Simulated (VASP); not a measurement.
Runs of VASP 6.6.1 on Sb5S2. The structure is that of space group R-3m (No. 166), or close to it. The cells are those of the table. 

| task | cell | k mesh | cutoff (eV) | smearing | gap on the mesh (eV) | pressure (GPa) | largest force (eV/Å) |
| --- | --- | --- | --- | --- | --- | --- | --- |
| single point | a = 14.420 Å, angles 16.1°, 7 atoms | 5 × 5 × 5 | 520 | gaussian 0.2 eV | none | (b) | 0.04 |
| relaxation of cell and atoms | relaxed from a = 7.702 Å, angles 48.3°, 7 atoms | 3 × 3 × 3 | 600 | gaussian 0.2 eV | none | -0.2 | 0.05 |
| single point | a = 4.122, b = 4.122, c = 13.547 Å, angles 81.3, 81.3, 60.0°, 7 atoms | 6 × 6 × 6 | 520 | gaussian 0.2 eV | none | -0.1 | 0.07 |
| single point | a = 13.188 Å, angles 18.1°, 7 atoms | 5 × 5 × 5 | 520 | gaussian 0.2 eV | none | 0.0 | 0.09 |
| single point | a = 6.139 Å, angles 70.4°, 7 atoms | 6 × 6 × 6 | 520 | gaussian 0.1 eV | none | -0.1 | (a) |
| single point | a = 6.149 Å, angles 69.3°, 7 atoms | 3 × 3 × 3 | 520 | gaussian 0.2 eV | none | 0.0 | - |

Alike in all rows: level PBE; potentials or basis VASP PAW PBE potentials, release 64 (Sb, S); no spin polarisation.

Q: Estimate the missing entries.

A: (a) 0.01; (b) 0.5.

Caveats: some runs use coarse meshes; spin-orbit coupling is left out, which moves the levels of the heavy elements; the relaxation stopped at a loose force limit of 0.08 eV/Å, so its end isn't a converged minimum (some runs).

A k mesh can miss the band edges, and the runs leave out spin-orbit coupling on Sb.

A gap of «none» marks levels without a gap at the run's occupations.
